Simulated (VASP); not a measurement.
**Fe: single point with PBEsol**

Fe:

```xyz
2
Lattice="1.4333 -1.4333 -1.4333 -2.8666 0.0000 0.0000 0.0000 2.8666 -2.8666" Properties=species:S:1:pos:R:3 pbc="T T T"
Fe    0.0000    0.0000    0.0000
Fe   -1.4333    1.4333   -1.4333
```

```yaml
Program: VASP 6.6.1
Task: single point
Functional: PBEsol
Potentials_or_basis: VASP PAW PBE potentials, release 64 (Fe)
Cutoff: 600 eV
k_mesh: 12 × 11 × 6
Occupations: fermi-dirac, width 0.1 eV
Spin: no spin polarisation
Dipole_correction: no
Further_INCAR_settings: ALGO = Normal; EDIFF = 1e-06; NBANDS = 15; ISYM = 0
```

```
Pressure               : -31.5 GPa
Band gap on the k mesh : zero (bands 8 and 9 overlap by 1.57 eV)
```

Levels at points of the mesh, in eV from the Fermi level:
| k point | band 6 | band 7 | band 8 | band 9 | band 10 | band 11 |
| --- | --- | --- | --- | --- | --- | --- |
| (0.00, 0.00, 0.00) | -1.50 | -0.05 | -0.03 | -0.03 | 0.17 | 0.48 |
| (0.50, 0.00, 0.00) | 0.17 | 0.48 | 0.90 | 0.90 | 0.90 | 1.16 |
| (0.00, 0.00, 0.50) | -1.70 | -0.30 | -0.30 | -0.26 | -0.26 | 0.04 |
| (0.50, 0.00, 0.50) | -1.16 | -0.52 | -0.52 | 1.03 | 1.03 | 5.27 |

Run time: 100 s on 1 thread of Oxide Virtual Turin-like Processor, on a shared host, peak memory 0.23 GiB.

Caveat: the cell stands under tension; the PAW data sets were made with another functional, which shifts forces and pressure a little; the run has no spin polarisation, though such a crystal can be magnetic. Spin polarisation is off, so any magnetic state and its effect on volume and gap are missing.
